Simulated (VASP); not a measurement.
Runs of VASP 6.6.1 on CdI2. Symmetry: P-3m1, No. 164, trigonal system. The conventional cell has a = 4.249 Å, b = 4.249 Å, c = 6.884 Å, α = 90.00°, β = 90.00°, γ = 120.00°. Cd (site symmetry -3m) has 6 I at 2.99 Å within 3.9 Å. I (site symmetry 3m) has 3 Cd at 2.99 Å within 3.9 Å. 

```tsv
level	k mesh	cutoff (eV)	grid for exact exchange (PRECFOCK)	share of exact exchange	gap on the mesh (eV)	pressure (GPa)	largest force (eV/Å)
PBE	6 × 6 × 4	500	-	-	2.37	1.7	0.09
r2SCAN	6 × 6 × 4	550	-	-	2.82	(b)	0.02
PBE0	6 × 6 × 4	400	Normal	0.25	4.03	0.5	0.07
PBE	12 × 12 × 4	500	-	-	(a)	1.7	0.09
```

Alike in all rows: task single point; potentials or basis VASP PAW PBE potentials, release 64 (Cd, I); no spin polarisation; cell as given; smearing gaussian 0.01 eV.

Estimate the missing entries.

(a) 2.36; (b) 1.0.

Caveats: spin-orbit coupling is left out, which moves the levels of the heavy elements; this functional lacks dispersion, which binds the layers, so the pressure and a relaxed spacing across them are unreliable (at least some runs); the PAW data sets were made with another functional, which shifts forces and pressure a little (at least some runs).

A k mesh can miss the band edges, and the runs leave out spin-orbit coupling on Cd, I.
